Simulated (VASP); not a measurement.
# H (P1) in VASP: single point with PBE

Aim: the single point of H with PBE.

Program: VASP 6.6.1. These are calculated values, not measurements. Logs are shortened: lines on timing, memory, paths and dates and some standing lists are left out, and cuts for length are marked.

## (1) The cell of the first run

The typed cell holds 8 atoms: a = 5.246 Å, b = 5.246 Å, c = 5.887 Å, α = 116.46°, β = 116.46°, γ = 90.00°.

## (2) Single point, PBE (atoms moved at random)

Input file INCAR:

```
PREC = Accurate
ENCUT = 520
EDIFF = 1E-7
ISMEAR = 0
SIGMA = 0.05
LREAL = F
LASPH = T
NELM = 60
ALGO = Normal
ISIF = 2
LWAVE = F
LCHARG = T
GGA = PE
LELF = T
LVHAR = T
NBANDS = 14
```

Input file KPOINTS:

```
Automatic mesh
0
Gamma
  6 6 6
```

Input file POSCAR:

```
H
1.0
    3.7097352756     -3.7097352756      0.0000000000
    3.7097352756      3.7097352756      0.0000000000
   -3.7097352756      0.0000000000      4.5711281958
H
8
Direct
    0.4678145113      0.4313555778      0.8966263063
    0.2123053804      0.7196379195      0.4357440779
    0.9502174832      0.9908663524      0.9363406032
    0.7186779671      0.1854599546      0.4068566301
    0.0328742698      0.0312164362      0.0784019776
    0.7879860563      0.3097610300      0.5829282576
    0.5390966520      0.5421882672      0.0804318162
    0.2910276799      0.7895144623      0.5826703311
```

Potentials or basis: VASP PAW PBE potentials, release 64 (H).

Launch:

```bash
$ cat potpaw_PBE.64/H/POTCAR > POTCAR
$ mpirun -np 1 vasp_std > vasp.out
```

OUTCAR:

```text
PREC = Accurate
   ENCUT = 520
   EDIFF = 1E-7
   ISMEAR = 0
   LREAL = F
   LASPH = T
   NELM = 60
   ISIF = 2
   GGA = PE

 ion  position               nearest neighbor table
   1  0.468  0.431  0.897-   7 0.85
   2  0.212  0.720  0.436-   8 0.67
   3  0.950  0.991  0.936-   5 0.67
   4  0.719  0.185  0.407-   6 0.83
   5  0.033  0.031  0.078-   3 0.67
   6  0.788  0.310  0.583-   4 0.83
   7  0.539  0.542  0.080-   1 0.85
   8  0.291  0.790  0.583-   2 0.67

  LATTYP: Found a body centered tetragonal cell.
 ALAT       =     5.2463579396
 C/A-ratio  =     1.7425910502

  Lattice vectors:

 A1 = (   0.0000000000,  -3.7097352756,  -4.5711281958)
 A2 = (   0.0000000000,   3.7097352756,  -4.5711281958)
 A3 = (   3.7097352756,   0.0000000000,   4.5711281958)

Analysis of symmetry for initial positions (statically):
=====================================================================
 Subroutine PRICEL returns:
 Original cell was already a primitive cell.

 Routine SETGRP: Setting up the symmetry group for a
 body centered tetragonal supercell.

 Subroutine GETGRP returns: Found  1 space group operations
 (whereof  1 operations were pure point group operations)
 out of a pool of 16 trial point group operations.

The static configuration has the point symmetry C_1 .

Analysis of symmetry for dynamics (positions and initial velocities):
=====================================================================
 Subroutine PRICEL returns:
 Original cell was already a primitive cell.

 Routine SETGRP: Setting up the symmetry group for a
 body centered tetragonal supercell.

 Subroutine GETGRP returns: Found  1 space group operations
 (whereof  1 operations were pure point group operations)
 out of a pool of 16 trial point group operations.

The dynamic configuration has the point symmetry C_1 .

 Subroutine INISYM returns: Found  1 space group operations
 (whereof  1 operations are pure point group operations),
 and found     1 'primitive' translations

----------------------------------------------------------------------------------------

                                     Primitive cell

  volume of cell :     125.8170

  direct lattice vectors                    reciprocal lattice vectors
[... 115 lines left out ...]
   EFERMI_NEDOS =   21; number of points for ismear=-14 and -15
   IALGO  =     38    algorithm
   IMIX   =      4    mixing-type and parameters
     AMIX     =   0.40;   BMIX     =  1.00
     AMIX_MAG =   1.60;   BMIX_MAG =  1.00
  volume/ion in A,a.u.               =      15.73       106.13
  Fermi-wavevector in a.u.,A,eV,Ry     =   0.653419  1.234783  5.809094  0.426956
  Thomas-Fermi vector in A             =   1.723653
   LORBIT       =      0    0 simple, 1 ext, 2 COOP (PROOUT), +10 PAW based schemes
   GGA     = PE    functional components
   LHFCALC =     F    Hartree Fock is set to
   AEXX    =    0.0000 exact exchange contribution
   IVDW    =     0    specifies the selected vdW correction
   LEPSILON=     F    determine dielectric tensor
   LRPA    =     F    only Hartree local field effects (RPA)
 non-spin polarized calculation
 Gauss-broadening in eV      SIGMA  =   0.05
  energy-cutoff  :      520.00
  volume of cell :      125.82
 maximum number of plane-waves:      3406
   NGX = 19   NGY = 19   NGZ = 21

 number of electron       7.9999999 magnetization

 Free energy of the ion-electron system (eV)
  ---------------------------------------------------
  ext. energy  EPLUGINS =         0.00000000
  ---------------------------------------------------
  free energy    TOTEN  =       -26.66129407 eV

  energy without entropy =      -26.66129407  energy(sigma->0) =      -26.66129407

 E-fermi :  -8.2698     XC(G=0):  -4.6633

 val. band max:       -8.4722155410   @ k =   0.0000   0.0000   0.0000
 cond. band min:       0.1660389392   @ k =   0.5000   0.5000   0.5000
 fundamental gap:      8.6382544802
 Fermi energy:        -8.2697609619

 k-point     1 :       0.0000    0.0000    0.0000
  band No.  band energies     occupation
      1     -10.3418      2.00000
      2      -9.4347      2.00000
      3      -9.0030      2.00000
      4      -8.4722      2.00000
      5       1.0210      0.00000
      6       2.2761      0.00000
      7       2.5976      0.00000
      8       3.2693      0.00000
      9       3.6241      0.00000
     10       3.7048      0.00000
     11       3.7362      0.00000
     12       3.7673      0.00000
     13       5.9859      0.00000
     14       6.2595      0.00000
[... 377 lines left out ...]
      1      -9.9786      2.00000
      2      -9.6018      2.00000
      3      -9.0557      2.00000
      4      -8.6987      2.00000
      5       0.8241      0.00000
      6       1.2799      0.00000
      7       1.7397      0.00000
      8       2.0880      0.00000
      9       3.5133      0.00000
     10       4.6851      0.00000
     11       4.8390      0.00000
     12       6.5251      0.00000
     13       6.9274      0.00000
     14       7.3408      0.00000

 [... further k-points ...]

------------------------ aborting loop because EDIFF is reached ----------------------------------------

  FORCE on cell =-STRESS in cart. coord.  units (eV):
  Direction    XX          YY          ZZ          XY          YZ          ZX
  --------------------------------------------------------------------------------------
  -------------------------------------------------------------------------------------
  Total       -0.0818271     -0.1382163      0.6238774      0.0240022     -1.4583813     -0.3423836
  in kB       -1.0420015     -1.7600733      7.9445734      0.3056485    -18.5713050     -4.3599776
  external PRESSURE =       1.7141662 kB  Pullay stress =       0.0000000 kB

 VOLUME and BASIS-vectors are now :
 -----------------------------------------------------------------------------
  energy-cutoff  :      520.00
  volume of cell :      125.82
      direct lattice vectors                 reciprocal lattice vectors
     3.709735276 -3.709735276  0.000000000     0.134780507 -0.134780507  0.109382187
     3.709735276  3.709735276  0.000000000     0.134780507  0.134780507  0.109382187
    -3.709735276  0.000000000  4.571128196     0.000000000  0.000000000  0.218764374

 POSITION                                       TOTAL-FORCE (eV/Angst)
 -----------------------------------------------------------------------------------
      0.00944     -0.13525      4.09859        -0.017419      0.451654      2.538938
      1.84077      1.88207      1.99184        -0.033499      0.167605     -3.494800
      3.72733      0.15080      4.28013         0.372356      0.821790     -3.416581
      1.84478     -1.97810      1.85979         0.171078      0.543090      2.121803
     -0.05309     -0.00615      0.35839        -0.370337     -0.825910      3.414902
      1.90984     -1.77409      2.66464        -0.171945     -0.541355     -2.120719
      3.71290      0.01147      0.36766         0.017082     -0.448353     -2.535428
      1.84697      1.84925      2.66346         0.032684     -0.168521      3.491885
 -----------------------------------------------------------------------------------
    total drift:                               -0.000073      0.000143      0.000028

  FREE ENERGIE OF THE ION-ELECTRON SYSTEM (eV)
  ---------------------------------------------------
  free  energy   TOTEN  =       -26.6612940662 eV

  energy  without entropy=      -26.6612940662  energy(sigma->0) =      -26.66129407
```

Run time: 4.1 min. Hardware: 1 thread of Intel Xeon 8259CL, shared host; peak memory 0.33 GiB.

Results:

| Property | Result |
| --- | --- |
| Free energy | -26.6613 eV |
| Pressure | 0.2 GPa |
| Largest force | 3.534 eV/Å |
| Band gap on the k mesh | 8.64 eV |

Forces in eV/Å, atoms in the order of the input:
```
H   -0.017  0.452  2.539
H   -0.033  0.168 -3.495
H    0.372  0.822 -3.417
H    0.171  0.543  2.122
H   -0.370 -0.826  3.415
H   -0.172 -0.541 -2.121
H    0.017 -0.448 -2.535
H    0.033 -0.169  3.492
```

Stress tensor (GPa, compression positive):
```
-0.10  0.03 -0.44
 0.03 -0.18 -1.86
-0.44 -1.86  0.79
```

Caveat: the cell differs from its parent crystal (atoms moved at random); forces of over 1 eV/Å act on the atoms, so gaps and moduli don't describe the material at rest. A k mesh can miss the band edges.
